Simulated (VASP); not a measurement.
# K (Fmmm) in VASP: further runs

K is run at these levels: PBE; tasks: single point.

Everything below comes from runs of VASP 6.6.1. Logs are shortened: lines on timing, memory, paths and dates and some standing lists are left out, and cuts for length are marked.

### 1 The cell of the first run

Symmetry: Fmmm, No. 69, orthorhombic system. The conventional cell has a = 5.236 Å, b = 7.275 Å, c = 7.534 Å, α = 90.00°, β = 90.00°, γ = 90.00°. Within 5.9 Å of K (site symmetry mmm) lie 14 K at 4.48 to 5.24 Å.

### 2 Single point, PBE (strain +0.0350 x Voigt [0, 0, 0, 0, 0, 1])

INCAR

```
  ALGO = Fast
  EDIFF = 1E-7
  ENCUT = 520
  GGA = PE
  ISIF = 2
  ISMEAR = 0
  LASPH = True
  LCHARG = False
  LREAL = False
  LWAVE = False
  NBANDS = 10
  NELM = 100
  PREC = Accurate
  SIGMA = 0.15
```

KPOINTS

```
k-points
0
Gamma
  14 14 14
```

POSCAR

```
K
1.0
   -2.5721850000      2.5721850000      2.6180000000
    2.5721850000     -2.5721850000      2.6180000000
    2.6638150000      2.6638150000     -2.6180000000
K
1
Direct
    0.0000000000      0.0000000000      0.0000000000
```

Potentials or basis: VASP PAW PBE potentials, release 64 (K_sv).

Run with:

```
$ cat potpaw_PBE.64/K_sv/POTCAR > POTCAR
$ mpirun -np 1 vasp_std > vasp.out
```

OUTCAR:

```text
EDIFF = 1E-7
   ENCUT = 520
   GGA = PE
   ISIF = 2
   ISMEAR = 0
   LASPH = True
   LREAL = False
   NELM = 100
   PREC = Accurate

 ion  position               nearest neighbor table
   1  0.000  0.000  0.000-

  LATTYP: Found a face centered orthorhombic cell.
 ALAT       =     5.2360000000
 B/A-ratio  =     1.3894648250
 C/A-ratio  =     1.4389622997

  Lattice vectors:

 A1 = (   5.2360000000,   0.0916300000,   0.0000000000)
 A2 = (   2.6638150000,   2.6638150000,   2.6180000000)
 A3 = (   2.5721850000,  -2.5721850000,   2.6180000000)

Analysis of symmetry for initial positions (statically):
=====================================================================
 Subroutine PRICEL returns:
 Original cell was already a primitive cell.

 Routine SETGRP: Setting up the symmetry group for a
 face centered orthorhombic supercell.

 Subroutine GETGRP returns: Found  8 space group operations
 (whereof  8 operations were pure point group operations)
 out of a pool of  8 trial point group operations.

The static configuration has the point symmetry D_2h.

Analysis of symmetry for dynamics (positions and initial velocities):
=====================================================================
 Subroutine PRICEL returns:
 Original cell was already a primitive cell.

 Routine SETGRP: Setting up the symmetry group for a
 face centered orthorhombic supercell.

 Subroutine GETGRP returns: Found  8 space group operations
 (whereof  8 operations were pure point group operations)
 out of a pool of  8 trial point group operations.

The dynamic configuration has the point symmetry D_2h.

 Subroutine INISYM returns: Found  8 space group operations
 (whereof  8 operations are pure point group operations),
 and found     1 'primitive' translations

----------------------------------------------------------------------------------------

                                     Primitive cell

  volume of cell :      71.7523

  direct lattice vectors                    reciprocal lattice vectors
    -2.572185000  2.572185000  2.618000000    -0.003343270  0.191043992  0.190985485
     2.572185000 -2.572185000  2.618000000     0.191043992 -0.003343270  0.190985485
     2.663815000  2.663815000 -2.618000000     0.187700722  0.187700722  0.000000000

  length of vectors
     4.481762527  4.481762527  4.587564137     0.270156325  0.270156325  0.265448907

  position of ions in fractional coordinates (direct lattice)
[... 83 lines left out ...]
   ISIF   =      2    stress and relaxation
   ISYM   =      2    0-nonsym 1-usesym 2-fastsym
   POTIM  = 0.5000    time-step for ionic-motion
   TEBEG  =    0.0;   TEEND  =   0.0 temperature during run
   PSTRESS=    0.0 pullay stress
   NELECT =       9.0000    total number of electrons
   NUPDOWN=      -1.0000    fix difference up-down
   EMIN   =  10.00;   EMAX   =-10.00  energy-range for DOS
   EFERMI =   0.00;   METHOD = LEGACY
   ISMEAR =     0;   SIGMA  =   0.15  broadening in eV -4-tet -1-fermi 0-gaus
   EFERMI_NEDOS =   21; number of points for ismear=-14 and -15
   IALGO  =     68    algorithm
   IMIX   =      4    mixing-type and parameters
     AMIX     =   0.40;   BMIX     =  1.00
     AMIX_MAG =   1.60;   BMIX_MAG =  1.00
  volume/ion in A,a.u.               =      71.75       484.21
  Fermi-wavevector in a.u.,A,eV,Ry     =   0.819490  1.548612  9.137183  0.671564
  Thomas-Fermi vector in A             =   1.930304
   LORBIT       =      0    0 simple, 1 ext, 2 COOP (PROOUT), +10 PAW based schemes
   GGA     = PE    functional components
   LHFCALC =     F    Hartree Fock is set to
   AEXX    =    0.0000 exact exchange contribution
   IVDW    =     0    specifies the selected vdW correction
   LEPSILON=     F    determine dielectric tensor
   LRPA    =     F    only Hartree local field effects (RPA)
 non-spin polarized calculation
 RMM-DIIS sequential band-by-band and
 Gauss-broadening in eV      SIGMA  =   0.15
  energy-cutoff  :      520.00
  volume of cell :       71.75
 maximum number of plane-waves:      1947
 NGX is ok and might be reduce to    36
   NGX = 17   NGY = 17   NGZ = 17

 number of electron       9.0000000 magnetization

 Free energy of the ion-electron system (eV)
  ---------------------------------------------------
  ext. energy  EPLUGINS =         0.00000000
  ---------------------------------------------------
  free energy    TOTEN  =        -1.05028911 eV

  energy without entropy =       -1.04171232  energy(sigma->0) =       -1.04600072

 E-fermi :  -0.0624     XC(G=0):  -5.7111

 val. band max:       -0.0639181269   @ k =   0.3571   0.0714   0.0714
 cond. band min:      -0.0617511338   @ k =   0.5000   0.0000   0.2143
 fundamental gap:      0.0021669931
 Fermi energy:        -0.0623577065

 k-point     1 :       0.0000    0.0000    0.0000
  band No.  band energies     occupation
      1     -32.1831      2.00000
      2     -15.6313      2.00000
      3     -15.6307      2.00000
      4     -15.6302      2.00000
      5      -2.2563      2.00000
      6       4.1764      0.00000
      7       4.2295      0.00000
      8       4.3321      0.00000
      9       5.1805      0.00000
     10       5.2030      0.00000
[... 287 lines left out ...]
 k-point    24 :       0.2857    0.1429   -0.0000
  band No.  band energies     occupation
      1     -32.1791      2.00000
      2     -15.6870      2.00000
      3     -15.6549      2.00000
      4     -15.6362      2.00000
      5      -0.5885      2.00000
      6       1.9820      0.00000
      7       2.9223      0.00000
      8       4.7482      0.00000
      9       5.1777      0.00000
     10       5.6960      0.00000

 [... further k-points ...]

------------------------ aborting loop because EDIFF is reached ----------------------------------------

  FORCE on cell =-STRESS in cart. coord.  units (eV):
  Direction    XX          YY          ZZ          XY          YZ          ZX
  --------------------------------------------------------------------------------------
  -------------------------------------------------------------------------------------
  Total        0.0413636      0.0413636      0.0445291     -0.0444067     -0.0000000     -0.0000000
  in kB        0.9236188      0.9236188      0.9943018     -0.9915688     -0.0000000     -0.0000000
  external PRESSURE =       0.9471798 kB  Pullay stress =       0.0000000 kB

 VOLUME and BASIS-vectors are now :
 -----------------------------------------------------------------------------
  energy-cutoff  :      520.00
  volume of cell :       71.75
      direct lattice vectors                 reciprocal lattice vectors
    -2.572185000  2.572185000  2.618000000    -0.003343270  0.191043992  0.190985485
     2.572185000 -2.572185000  2.618000000     0.191043992 -0.003343270  0.190985485
     2.663815000  2.663815000 -2.618000000     0.187700722  0.187700722  0.000000000

 POSITION                                       TOTAL-FORCE (eV/Angst)
 -----------------------------------------------------------------------------------
      0.00000      0.00000      0.00000         0.000000      0.000000      0.000000
 -----------------------------------------------------------------------------------
    total drift:                               -0.000000     -0.000000     -0.000000

  FREE ENERGIE OF THE ION-ELECTRON SYSTEM (eV)
  ---------------------------------------------------
  free  energy   TOTEN  =        -1.0502891105 eV

  energy  without entropy=       -1.0417123213  energy(sigma->0) =       -1.04600072
```

OSZICAR:

```text
N       E                     dE             d eps       ncg     rms          rms(c)
DAV:   1     0.460780011444E+02    0.46078E+02   -0.35730E+03  8560   0.686E+02
DAV:   2     0.531925612053E+00   -0.45546E+02   -0.44821E+02  9184   0.193E+02
DAV:   3    -0.100015428844E+01   -0.15321E+01   -0.15260E+01 13360   0.281E+01
DAV:   4    -0.104875539230E+01   -0.48601E-01   -0.48474E-01 11926   0.418E+00
DAV:   5    -0.104977397568E+01   -0.10186E-02   -0.10185E-02 13176   0.450E-01    0.205E+00
RMM:   6    -0.104982254295E+01   -0.48567E-04   -0.10969E-03 10055   0.224E-01    0.128E+00
RMM:   7    -0.105018960256E+01   -0.36706E-03   -0.25989E-03 11648   0.345E-01    0.598E-02
RMM:   8    -0.105026399283E+01   -0.74390E-04   -0.32384E-04 13737   0.158E-01    0.193E-02
RMM:   9    -0.105028629907E+01   -0.22306E-04   -0.59133E-05 13968   0.591E-02    0.105E-02
RMM:  10    -0.105028734309E+01   -0.10440E-05   -0.26337E-05 14310   0.304E-02    0.508E-03
RMM:  11    -0.105028804234E+01   -0.69925E-06   -0.54618E-06 15503   0.135E-02    0.523E-03
RMM:  12    -0.105028846955E+01   -0.42722E-06   -0.17633E-06 14228   0.681E-03    0.560E-03
RMM:  13    -0.105028920688E+01   -0.73733E-06   -0.74769E-07 13534   0.630E-03    0.339E-03
RMM:  14    -0.105028911050E+01    0.96382E-07   -0.37898E-07 12232   0.329E-03
   1 F= -.10502891E+01 E0= -.10460007E+01  d E =-.857679E-02
```

stdout:

```text
POSCAR found type information on POSCAR K
 POSCAR found :  1 types and       1 ions
 scaLAPACK will be used
 LDA part: xc-table for (Slater+PW92), standard interpolation
 POSCAR, INCAR and KPOINTS ok, starting setup
 FFT: planning ... GRIDC
 FFT: planning ... GRID_SOFT
 FFT: planning ... GRID
 WAVECAR not read
 entering main loop
WARNING in EDDRMM: call to ZHEGV failed, returncode =   8  4      7
WARNING in EDDRMM: call to ZHEGV failed, returncode =   8  4      5
WARNING in EDDRMM: call to ZHEGV failed, returncode =   8  4      5
WARNING in EDDRMM: call to ZHEGV failed, returncode =   8  4      7
WARNING in EDDRMM: call to ZHEGV failed, returncode =   8  4      7
WARNING in EDDRMM: call to ZHEGV failed, returncode =   6  3      6
WARNING in EDDRMM: call to ZHEGV failed, returncode =   8  4      8
WARNING in EDDRMM: call to ZHEGV failed, returncode =   8  4      7
WARNING in EDDRMM: call to ZHEGV failed, returncode =   6  3      7
WARNING in EDDRMM: call to ZHEGV failed, returncode =   8  4      5
WARNING in EDDRMM: call to ZHEGV failed, returncode =   6  3      6
WARNING in EDDRMM: call to ZHEGV failed, returncode =   8  4      5
WARNING in EDDRMM: call to ZHEGV failed, returncode =   8  4      8
WARNING in EDDRMM: call to ZHEGV failed, returncode =   8  4      7
```

Run time: 2.9 min. Hardware: 1 thread of AMD EPYC 9R45 (Zen 5), shared host; peak memory 0.39 GiB.

What came out:

```
Free energy            : -1.0503 eV
Pressure               : 0.1 GPa
Band gap on the k mesh : zero (an odd number of electrons rules out a gap without spin polarisation)
```

Stress tensor (GPa, compression positive):
```
 0.09 -0.10  0.00
-0.10  0.09  0.00
 0.00  0.00  0.10
```

Caveat: the cell differs from its parent crystal (strain +0.0350 x Voigt [0, 0, 0, 0, 0, 1]).

### 3 Single point, PBE (strain +0.0250 x Voigt [0, 0, 0, 0, 0, 1])

INCAR

```
  PREC = Accurate
  ENCUT = 520
  EDIFF = 1E-6
  ISMEAR = 0
  SIGMA = 0.15
  LREAL = False
  LASPH = True
  NELM = 60
  ALGO = Fast
  ISIF = 2
  LWAVE = False
  LCHARG = False
  GGA = PE
  NBANDS = 10
```

KPOINTS

```
regular mesh
0
Gamma
  14 14 14
```

POSCAR

```
K
1.0
   -2.5852750000      2.5852750000      2.6180000000
    2.5852750000     -2.5852750000      2.6180000000
    2.6507250000      2.6507250000     -2.6180000000
K
1
Direct
    0.0000000000      0.0000000000      0.0000000000
```

Potentials or basis: VASP PAW PBE potentials, release 64 (K_sv).

Run with:

```
$ cat potpaw_PBE.64/K_sv/POTCAR > POTCAR
$ mpirun -np 1 vasp_std > vasp.out
```

It took 2.1 min on 1 thread of AMD EPYC 9R45 (Zen 5), shared host; peak memory 0.39 GiB.

Results (log left out):

```yaml
Free_energy: -1.0507 eV
Pressure: 0.1 GPa
Band_gap_on_the_k_mesh: zero (an odd number of electrons rules out a gap without spin polarisation)
```

Stress tensor (GPa, compression positive):
```
 0.10 -0.07  0.00
-0.07  0.10  0.00
 0.00  0.00  0.10
```

Levels at points of the mesh, in eV from the Fermi level:
| k point | band 1 | band 2 | band 3 | band 4 | band 5 | band 6 | band 7 | band 8 | band 9 |
| --- | --- | --- | --- | --- | --- | --- | --- | --- | --- |
| (0.00, 0.00, 0.00) | -32.12 | -15.57 | -15.57 | -15.57 | -2.19 | 4.26 | 4.30 | 4.37 | 5.24 |
| (0.50, 0.00, 0.00) | -32.12 | -15.64 | -15.59 | -15.57 | 0.44 | 0.70 | 3.17 | 4.92 | 5.78 |
| (0.50, 0.50, 0.00) | -32.12 | -15.65 | -15.60 | -15.57 | 0.50 | 0.77 | 3.16 | 4.85 | 5.70 |
| (0.00, 0.00, 0.50) | -32.12 | -15.64 | -15.59 | -15.57 | 0.39 | 0.63 | 3.18 | 4.99 | 5.85 |
| (0.50, 0.50, 0.50) | -32.11 | -15.63 | -15.62 | -15.62 | 1.66 | 1.66 | 3.54 | 3.54 | 3.54 |

Caveat: the cell differs from its parent crystal (strain +0.0250 x Voigt [0, 0, 0, 0, 0, 1]).
